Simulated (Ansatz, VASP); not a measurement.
**One calculation of WSe2, two programs**

Contents of INCAR:

```
SYSTEM = WSe2
PREC = Accurate
ENCUT = 520
EDIFF = 1E-8
ISMEAR = -1
SIGMA = 0.08
LREAL = .False.
LASPH = .True.
NELM = 80
ALGO = Normal
ISIF = 2
LWAVE = .False.
LCHARG = .False.
GGA = PE
LEFG = .True.
NBANDS = 35
```

The input KPOINTS:

```
regular mesh
0
Gamma
  11 11 3
  0 0 0
```

Contents of POSCAR:

```
WSe2
1.0
    3.3117871547      0.0000000000      0.0000000000
   -1.6558935773      2.8680918078      0.0000000000
    0.0000000000      0.0000000000     13.0558965430
W Se
2 4
Direct
    0.3333333333      0.6666666667      0.2500000000
    0.6666666667      0.3333333333      0.7500000000
    0.3333333333      0.6666666667      0.6210000000
    0.6666666667      0.3333333333      0.1210000000
    0.3333333333      0.6666666667      0.8790000000
    0.6666666667      0.3333333333      0.3790000000
```

Input for Ansatz:

```yaml
crystal:
  lattice:
    - [3.3117871547, 0.0, 0.0]
    - [-1.6558935773, 2.8680918078, 0.0]
    - [0.0, 0.0, 13.055896543]
  atoms:
    - { symbol: W, position: [0.3333333333, 0.6666666667, 0.25] }
    - { symbol: W, position: [0.6666666667, 0.3333333333, 0.75] }
    - { symbol: Se, position: [0.3333333333, 0.6666666667, 0.621] }
    - { symbol: Se, position: [0.6666666667, 0.3333333333, 0.121] }
    - { symbol: Se, position: [0.3333333333, 0.6666666667, 0.879] }
    - { symbol: Se, position: [0.6666666667, 0.3333333333, 0.379] }
kpoints:
  mp_grid: { grid: [11, 11, 3] }
scf:
  occupations: { method: fermi_dirac, width: 0.08 }
hamiltonian:
  xc: pbe
  pseudopotentials: { kind: all_electron, datasets: crystal }
output:
  forces: true
  stress: true
  eigenvalues: true
  efg: { contact_densities: true }
```

Change from the starting cell: volume scaled by 1.02, crystal datasets.

Alike in both runs: task electric field gradients; functional PBE; k mesh 11 × 11 × 3; occupations fermi-dirac, width 0.08 eV; no spin polarisation.

|  | VASP | Ansatz |
| --- | --- | --- |
| version | VASP 6.6.1 | Ansatz 0.2.0 |
| potentials or method | VASP PAW PBE potentials, release 64 (W_sv, Se), cutoff 520 eV | all-electron PAW with datasets made for the crystal, scalar-relativistic |

VASP gave:

| Quantity | Value |
| --- | --- |
| pressure (GPa) | 1.2 |
| traceless stress, the component that is largest in VASP (GPa) | 0.40 |
| rms of the force components (eV/Å) | 0.050 |
| size of Vzz on the site where it differs most (V/Å²) | 148.8 |

Task: Estimate Ansatz's values.

Result: Pressure (GPa): 1.0; traceless stress, the component that is largest in VASP (GPa): 0.32; rms of the force components (eV/Å): 0.068; size of Vzz on the site where it differs most (V/Å²): 162.4.

Atom by atom the forces differ by 0.019 eV/Å (rms over components). Ansatz ran all-electron here, and VASP with PAW potentials.

Neither program's run includes spin-orbit coupling.
